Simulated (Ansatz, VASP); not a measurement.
**SiC: VASP beside Ansatz**

```xyz
12
Lattice="1.5389 -2.6675 0.0000 1.5389 2.6675 0.0000 0.0000 0.0000 15.4243" Properties=species:S:1:pos:R:3 pbc="T T T"
Si    1.5389    1.7784   13.2344
Si    1.5389   -1.7784    5.5222
Si    1.5389   -0.0006    8.0940
Si    1.5389    0.0006    0.3818
Si    1.5389   -1.7789   10.6663
Si    1.5389    1.7789    2.9542
C     1.5389   -0.0009   10.0183
C     1.5389    0.0009    2.3062
C     1.5389    1.7786   15.1530
C     1.5389   -1.7786    7.4408
C     1.5389   -1.7787   12.5850
C     1.5389    1.7787    4.8728
```

Change from the starting cell: z stretched by +2 %, ions relaxed.

Alike in both runs: functional PBE; k mesh 16 × 16 × 3; occupations fermi-dirac, width 0.02 eV; no spin polarisation.

Ansatz relaxed the structure, and its values are those at the end. VASP's run is a single point on that final structure, the one shown.

```csv
,VASP,Ansatz
version,VASP 6.6.1,Ansatz 0.2.0
potentials or method,"VASP PAW PBE potentials, release 64 (Si, C)","plane-wave PAW, scalar-relativistic"
plane-wave cutoff (eV),520,420
valence electrons in the cell,48,48
```

```tsv
	VASP	Ansatz	Ansatz less VASP
gap on the k mesh at the Fermi level (eV)	1.94	1.94	+0.002
pressure (GPa)	-1.1	-1.0	+0.05
```

Ansatz's warnings: stress scf threshold loose.
